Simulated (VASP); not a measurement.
# PbS in VASP: a series of runs

The runs below take PbS through single point, with PBE.

All numbers are computed with VASP 6.6.1; they aren't measurements. Logs are shortened: lines on timing, memory, paths and dates and some standing lists are left out, and cuts for length are marked.

### 1 The cell of the first run

Symmetry: I4/mmm, No. 139, tetragonal system. Conventional cell: a = 4.277 Å, b = 4.277 Å, c = 5.930 Å, α = 90.00°, β = 90.00°, γ = 90.00°. Pb (site symmetry 4/mmm) has 6 S at 2.96 to 3.02 Å within 3.9 Å. S (site symmetry 4/mmm) has 6 Pb at 2.96 to 3.02 Å within 3.9 Å.

### 2 Single point, PBE (equal xx and yy strain of +2 %)

The input, INCAR:

```
  PREC = Accurate
  ENCUT = 520
  EDIFF = 1E-6
  ISMEAR = -1
  SIGMA = 0.01
  LREAL = F
  LASPH = T
  NELM = 60
  ALGO = Normal
  ISIF = 2
  LWAVE = F
  LCHARG = F
  GGA = PE
  NBANDS = 17
```

The input, KPOINTS:

```
regular mesh
0
Gamma
  8 8 8
```

The input, POSCAR:

```
PbS
1.0
    0.0000000000      3.0243000000      2.9650000000
    3.0243000000      0.0000000000      2.9650000000
    3.0243000000      3.0243000000      0.0000000000
Pb S
1 1
Direct
    0.0000000000      0.0000000000      0.0000000000
    0.5000000000      0.5000000000      0.5000000000
```

Potentials or basis: VASP PAW PBE potentials, release 64 (Pb_d, S).

The run is started by

```
cat potpaw_PBE.64/Pb_d/POTCAR potpaw_PBE.64/S/POTCAR > POTCAR
mpirun -np 1 vasp_std > vasp.out
```

OUTCAR:

```text
PREC = Accurate
   ENCUT = 520
   EDIFF = 1E-6
   ISMEAR = -1
   LREAL = F
   LASPH = T
   NELM = 60
   ISIF = 2
   GGA = PE

 ion  position               nearest neighbor table
   1  0.000  0.000  0.000-   2 2.96   2 2.96   2 3.02   2 3.02   2 3.02   2 3.02
   2  0.500  0.500  0.500-   1 2.96   1 2.96   1 3.02   1 3.02   1 3.02   1 3.02

  LATTYP: Found a body centered tetragonal cell.
 ALAT       =     4.2770060767
 C/A-ratio  =     1.3864838847

  Lattice vectors:

 A1 = (   0.0000000000,  -3.0243000000,  -2.9650000000)
 A2 = (   0.0000000000,   3.0243000000,  -2.9650000000)
 A3 = (   3.0243000000,   0.0000000000,   2.9650000000)

Analysis of symmetry for initial positions (statically):
=====================================================================
 Subroutine PRICEL returns:
 Original cell was already a primitive cell.

 Routine SETGRP: Setting up the symmetry group for a
 body centered tetragonal supercell.

 Subroutine GETGRP returns: Found 16 space group operations
 (whereof 16 operations were pure point group operations)
 out of a pool of 16 trial point group operations.

The static configuration has the point symmetry D_4h.

Analysis of symmetry for dynamics (positions and initial velocities):
=====================================================================
 Subroutine PRICEL returns:
 Original cell was already a primitive cell.

 Routine SETGRP: Setting up the symmetry group for a
 body centered tetragonal supercell.

 Subroutine GETGRP returns: Found 16 space group operations
 (whereof 16 operations were pure point group operations)
 out of a pool of 16 trial point group operations.

The dynamic configuration has the point symmetry D_4h.

 Subroutine INISYM returns: Found 16 space group operations
 (whereof 16 operations are pure point group operations),
 and found     1 'primitive' translations

----------------------------------------------------------------------------------------

                                     Primitive cell

  volume of cell :      54.2381

  direct lattice vectors                    reciprocal lattice vectors
     0.000000000  3.024300000  2.965000000    -0.165327514  0.165327514  0.168634064
     3.024300000  0.000000000  2.965000000     0.165327514 -0.165327514  0.168634064
     3.024300000  3.024300000  0.000000000     0.165327514  0.165327514 -0.168634064

  length of vectors
[... 72 lines left out ...]
 SYSTEM =  unknown system
   PREC   = accura    normal or accurate (medium, high low for compatibility)
   ISTART =      0    job   : 0-new  1-cont  2-samecut
   ICHARG =      2    charge: 1-file 2-atom 10-const
   ISPIN  =      1    spin polarized calculation?
   LNONCOLLINEAR =      F non collinear calculations
   LSORBIT =      F    spin-orbit coupling
   LASPH  =      T    aspherical Exc in radial PAW
   ENCUT  =  520.0 eV  38.22 Ry    6.18 a.u.   7.87  7.87  7.95*2*pi/ulx,y,z
   NELM   =     60;   NELMIN=  2; NELMDL= -5     # of ELM steps
   EDIFF  = 0.1E-05   stopping-criterion for ELM
   LREAL  =      F    real-space projection
   EDIFFG = 0.1E-04   stopping-criterion for IOM
   NSW    =      0    number of steps for IOM
   IBRION =     -1    ionic relax: 0-MD 1-quasi-New 2-CG
   NFREE  =      0    steps in history (QN), initial steepest desc. (CG)
   ISIF   =      2    stress and relaxation
   ISYM   =      2    0-nonsym 1-usesym 2-fastsym
   POTIM  = 0.5000    time-step for ionic-motion
   TEBEG  =    0.0;   TEEND  =   0.0 temperature during run
   PSTRESS=    0.0 pullay stress
   NELECT =      20.0000    total number of electrons
   NUPDOWN=      -1.0000    fix difference up-down
   EMIN   =  10.00;   EMAX   =-10.00  energy-range for DOS
   EFERMI =   0.00;   METHOD = LEGACY
   ISMEAR =    -1;   SIGMA  =   0.01  broadening in eV -4-tet -1-fermi 0-gaus
   EFERMI_NEDOS =   21; number of points for ismear=-14 and -15
   IALGO  =     38    algorithm
   IMIX   =      4    mixing-type and parameters
     AMIX     =   0.40;   BMIX     =  1.00
     AMIX_MAG =   1.60;   BMIX_MAG =  1.00
  volume/ion in A,a.u.               =      27.12       183.01
  Fermi-wavevector in a.u.,A,eV,Ry     =   1.173951  2.218446 18.751022  1.378161
  Thomas-Fermi vector in A             =   2.310356
   LORBIT       =      0    0 simple, 1 ext, 2 COOP (PROOUT), +10 PAW based schemes
   GGA     = PE    functional components
   LHFCALC =     F    Hartree Fock is set to
   AEXX    =    0.0000 exact exchange contribution
   IVDW    =     0    specifies the selected vdW correction
   LEPSILON=     F    determine dielectric tensor
   LRPA    =     F    only Hartree local field effects (RPA)
 non-spin polarized calculation
  energy-cutoff  :      520.00
  volume of cell :       54.24
 maximum number of plane-waves:      1484
   NGX = 15   NGY = 15   NGZ = 15

 number of electron      20.0000005 magnetization

 Free energy of the ion-electron system (eV)
  ---------------------------------------------------
  ext. energy  EPLUGINS =         0.00000000
  ---------------------------------------------------
  free energy    TOTEN  =        -8.76499584 eV

  energy without entropy =       -8.76499584  energy(sigma->0) =       -8.76499584

 E-fermi :   5.5039     XC(G=0):  -9.5002

 val. band max:        5.2896360170   @ k =   0.5000   0.0000   0.0000
 cond. band min:       5.7789644774   @ k =   0.5000   0.0000   0.0000
 fundamental gap:      0.4893284604
 Fermi energy:         5.5039301082

 k-point     1 :       0.0000    0.0000    0.0000
  band No.  band energies     occupation
      1     -11.4495      2.00000
      2     -11.4430      2.00000
      3     -11.4430      2.00000
      4     -11.4354      2.00000
      5     -11.4213      2.00000
      6      -7.9353      2.00000
[... 457 lines left out ...]
      4     -11.4202      2.00000
      5     -11.4051      2.00000
      6      -7.0790      2.00000
[... 9 lines left out ...]
     16      15.0715      0.00000
     17      16.8855      0.00000

 [... further k-points ...]
[... 5 lines left out ...]
  --------------------------------------------------------------------------------------
  -------------------------------------------------------------------------------------
  Total       -0.2561868     -0.2561868      0.4983103      0.0000000     -0.0000000      0.0000000
  in kB       -7.5676836     -7.5676836     14.7199395      0.0000000     -0.0000000      0.0000000
  external PRESSURE =      -0.1384759 kB  Pullay stress =       0.0000000 kB

 VOLUME and BASIS-vectors are now :
 -----------------------------------------------------------------------------
  energy-cutoff  :      520.00
  volume of cell :       54.24
      direct lattice vectors                 reciprocal lattice vectors
     0.000000000  3.024300000  2.965000000    -0.165327514  0.165327514  0.168634064
     3.024300000  0.000000000  2.965000000     0.165327514 -0.165327514  0.168634064
     3.024300000  3.024300000  0.000000000     0.165327514  0.165327514 -0.168634064

 POSITION                                       TOTAL-FORCE (eV/Angst)
 -----------------------------------------------------------------------------------
      0.00000      0.00000      0.00000         0.000000      0.000000      0.000000
      3.02430      3.02430      2.96500        -0.000000     -0.000000      0.000000
 -----------------------------------------------------------------------------------
    total drift:                                0.000000     -0.000000     -0.000000

  FREE ENERGIE OF THE ION-ELECTRON SYSTEM (eV)
  ---------------------------------------------------
  free  energy   TOTEN  =        -8.7649958375 eV

  energy  without entropy=       -8.7649958375  energy(sigma->0) =       -8.76499584
```

OSZICAR:

```text
N       E                     dE             d eps       ncg     rms          rms(c)
DAV:   1     0.159053730387E+03    0.15905E+03   -0.95780E+03  2022   0.121E+03
DAV:   2     0.316772347517E+01   -0.15589E+03   -0.14986E+03  2204   0.313E+02
DAV:   3    -0.895431050362E+01   -0.12122E+02   -0.12028E+02  2560   0.915E+01
DAV:   4    -0.927220491423E+01   -0.31789E+00   -0.31756E+00  2679   0.162E+01
DAV:   5    -0.928360944074E+01   -0.11405E-01   -0.11404E-01  2942   0.299E+00    0.438E+00
DAV:   6    -0.875996716841E+01    0.52364E+00   -0.15282E+00  3148   0.804E+00    0.307E+00
DAV:   7    -0.876157676715E+01   -0.16096E-02   -0.14697E-01  2438   0.189E+00    0.181E+00
DAV:   8    -0.876544179438E+01   -0.38650E-02   -0.18237E-02  2373   0.141E+00    0.339E-01
DAV:   9    -0.876476431108E+01    0.67748E-03   -0.41017E-03  3195   0.532E-01    0.931E-02
DAV:  10    -0.876499022683E+01   -0.22592E-03   -0.42497E-04  2288   0.118E-01    0.697E-02
DAV:  11    -0.876499484155E+01   -0.46147E-05   -0.63696E-05  2854   0.860E-02    0.155E-02
DAV:  12    -0.876499585968E+01   -0.10181E-05   -0.43824E-06  2562   0.211E-02    0.405E-03
DAV:  13    -0.876499583752E+01    0.22155E-07   -0.19640E-07  1582   0.470E-03
   1 F= -.87649958E+01 E0= -.87649958E+01  d E =-.173473E-11
```

stdout:

```text
POSCAR found type information on POSCAR PbS
 POSCAR found :  2 types and       2 ions
 scaLAPACK will be used
 LDA part: xc-table for (Slater+PW92), standard interpolation
 POSCAR, INCAR and KPOINTS ok, starting setup
 FFT: planning ... GRIDC
 FFT: planning ... GRID_SOFT
 FFT: planning ... GRID
 WAVECAR not read
 entering main loop
```

It took 51 s on 1 thread of AMD EPYC 7R43 (Zen 3), shared host; peak memory 0.17 GiB.

What came out:

| Property | Result |
| --- | --- |
| Free energy | -8.7650 eV |
| Pressure | 0.0 GPa |
| Band gap on the k mesh | 0.49 eV, direct |

Stress tensor (GPa, compression positive):
```
-0.76  0.00  0.00
 0.00 -0.76  0.00
 0.00  0.00  1.47
```

Caveat: the cell differs from its parent crystal (equal xx and yy strain of +2 %); spin-orbit coupling is left out, which moves the levels of the heavy elements.

(Part 1 of 2 ends here.)
